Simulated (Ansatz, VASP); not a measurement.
**Ni: VASP beside Ansatz**

File INCAR:

```
  PREC = Accurate
  ENCUT = 520
  EDIFF = 1E-6
  ISMEAR = 1
  SIGMA = 0.1
  LREAL = False
  LASPH = True
  NELM = 150
  ALGO = Normal
  ISIF = 2
  LWAVE = False
  LCHARG = False
  ISPIN = 2
  MAGMOM = 1.5
  LORBIT = 11
  LMAXMIX = 4
  GGA = CA
  NBANDS = 15
```

KPOINTS

```
regular mesh
0
Gamma
  17 17 17
```

Contents of POSCAR:

```
Ni
1.0
    0.0117462667      1.7678131333      1.7678131333
    1.7678131333      0.0117462667      1.7678131333
    1.7678131333      1.7678131333      0.0117462667
Ni
1
Direct
    0.0000000000      0.0000000000      0.0000000000
```

Input for Ansatz:

```yaml
crystal:
  lattice:
    - [0.011746266666666666, 1.7678131333333333, 1.7678131333333333]
    - [1.7678131333333333, 0.011746266666666666, 1.7678131333333333]
    - [1.7678131333333333, 1.7678131333333333, 0.011746266666666666]
  atoms:
    - { symbol: Ni, position: [0.0, 0.0, 0.0], spin: 1.5 }
basis:
  ecutwfc: 520.0
kpoints:
  mp_grid:
    grid: [17, 17, 17]
hamiltonian:
  xc: lda
magnetization:
  spin_polarized: true
scf:
  lower_state_search: standard
  mixing:
    algorithm: broyden
    beta: 0.1
  occupations:
    method: cold
    width: 0.1
output:
  stress: true
```

Alike in both runs: task single point; functional LDA; k mesh 17 × 17 × 17; collinear spin.

|  | VASP | Ansatz |
| --- | --- | --- |
| version | VASP 6.6.1 | Ansatz 0.2.0 |
| potentials or method | VASP PAW LDA potentials, release 64 (Ni), cutoff 520 eV | plane waves, PAW |
| occupations | methfessel-paxton of order 1, width 0.1 eV | cold, width 0.1 eV |
| valence electrons in the cell | 10 | 18 |

```csv
,VASP,Ansatz,Ansatz less VASP
pressure (GPa),-17.6,-17.7,-0.05
"traceless stress, the component that is largest in VASP (GPa)",-0.75,-0.79,-0.040
net moment per atom (μB),0.64,0.67,+0.025
size of the moment on the site where the two differ most (μB),0.65,0.70,+0.049
```

LDA's correlation is that of Perdew and Zunger in VASP and of Perdew and Wang (1992) in Ansatz. Site moments also hang on the region over which each program counts them. VASP's potentials hold 10 valence electrons a cell and Ansatz's 18, so a difference there can come from the potentials and not from the codes. Ansatz's warnings: stability check not made.
